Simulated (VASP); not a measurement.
Set up this calculation in VASP 6.6.1, as the native input.

```
Task                   : single point
Functional             : PBE
Potentials or basis    : VASP PAW PBE potentials, release 64 (Na_pv, H)
Cutoff                 : 520 eV
k mesh                 : 8 × 8 × 8
Occupations            : gaussian, width 0.01 eV
Spin                   : no spin polarisation
Dipole correction      : no
Further INCAR settings : ALGO = Normal; EDIFF = 1e-07; NBANDS = 11
```

The structure of NaH lies in POSCAR:

```
NaH
1.0
    0.0000000000      2.4070229845      2.4070229845
    2.4070229845      0.0000000000      2.4070229845
    2.4070229845      2.4070229845      0.0000000000
Na H
1 1
Direct
    0.0000000000      0.0000000000      0.0000000000
    0.5000000000      0.5000000000      0.5000000000
```

These files were run (other wordings do the same):

INCAR

```
  ALGO = Normal
  EDIFF = 1E-7
  ENCUT = 520
  GGA = PE
  ISIF = 2
  ISMEAR = 0
  LASPH = T
  LCHARG = F
  LREAL = F
  LWAVE = F
  NBANDS = 11
  NELM = 80
  PREC = Accurate
  SIGMA = 0.01
```

KPOINTS

```
k-points
0
Gamma
  8 8 8
```

Potentials or basis: VASP PAW PBE potentials, release 64 (Na_pv, H).

Command:

```console
$ cat potpaw_PBE.64/Na_pv/POTCAR potpaw_PBE.64/H/POTCAR > POTCAR
$ mpirun -np 1 vasp_std > vasp.out
```

It gave:

The pressure is 0.2 GPa and the band gap on the k mesh is 3.78 eV, indirect (least direct gap 4.64 eV).

It took 10 s on 1 thread of Intel(R) Xeon(R) Platinum 8175M CPU @ 2.50GHz (Skylake/Cascade Lake), with other jobs on the host, peak memory 0.15 GiB.
